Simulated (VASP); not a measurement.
**HfO2: single point with PBE**

HfO2:

```
CELL_PARAMETERS angstrom
4.88037 0.00000 0.00000
0.00000 4.88037 0.00000
0.00000 0.00000 3.23768
ATOMIC_POSITIONS crystal
Hf 0.00000 0.00000 0.00000
Hf 0.50000 0.50000 0.50000
O 0.19482 0.80518 0.50000
O 0.30518 0.30518 0.00000
O 0.69482 0.69482 0.00000
O 0.80518 0.19482 0.50000
```

* Program: VASP 6.6.1
* Task: single point
* Functional: PBE
* Potentials or basis: VASP PAW PBE potentials, release 64 (Hf_pv, O)
* Cutoff: 520 eV
* k mesh: 6 × 6 × 8
* Occupations: gaussian, width 0.05 eV
* Spin: no spin polarisation
* Dipole correction: no
* Further INCAR settings: ALGO = Normal; EDIFF = 1e-06; NBANDS = 31

```json
{
 "Pressure": "-2.7 GPa",
 "Largest force": "0.051 eV/Å",
 "Band gap on the k mesh": "3.84 eV"
}
```

Forces on the atoms (eV/Å):
```
Hf   0.000  0.000  0.000
Hf   0.000  0.000  0.000
O   -0.036  0.036  0.000
O    0.036  0.036  0.000
O   -0.036 -0.036  0.000
O    0.036 -0.036  0.000
```

Stress tensor (GPa, compression positive):
```
-2.49  0.00  0.00
 0.00 -2.49  0.00
 0.00  0.00 -3.23
```

Levels at points of the mesh, in eV from the valence-band top:
```csv
k point,band 18,band 19,band 20,band 21,band 22,band 23,band 24,band 25,band 26,band 27
"(0.00, 0.00, 0.00)",-1.62,-0.75,-0.50,-0.50,0.00,3.84,4.04,5.07,5.42,5.42
"(0.50, 0.00, 0.00)",-2.69,-1.44,-1.44,-0.64,-0.64,4.48,4.48,6.00,6.00,6.26
"(0.50, 0.50, 0.00)",-1.70,-1.14,-1.14,-0.86,-0.86,4.08,4.08,5.48,5.48,6.42
"(0.00, 0.00, 0.50)",-2.08,-1.99,-1.99,-0.97,-0.97,5.41,5.41,5.88,5.88,5.95
"(0.50, 0.00, 0.50)",-1.77,-1.74,-1.74,-0.90,-0.90,4.08,4.08,6.14,6.14,6.67
"(0.50, 0.50, 0.50)",-2.05,-1.04,-1.04,-0.52,-0.52,4.98,4.98,5.66,5.66,6.25
```

Wall time 68 s on 1 thread of AMD EPYC 9R45 96-Core Processor (Zen 5), on a shared host, peak memory 0.21 GiB.

Caveat: spin-orbit coupling is left out, which moves the levels of the heavy elements. A k mesh can miss the band edges.
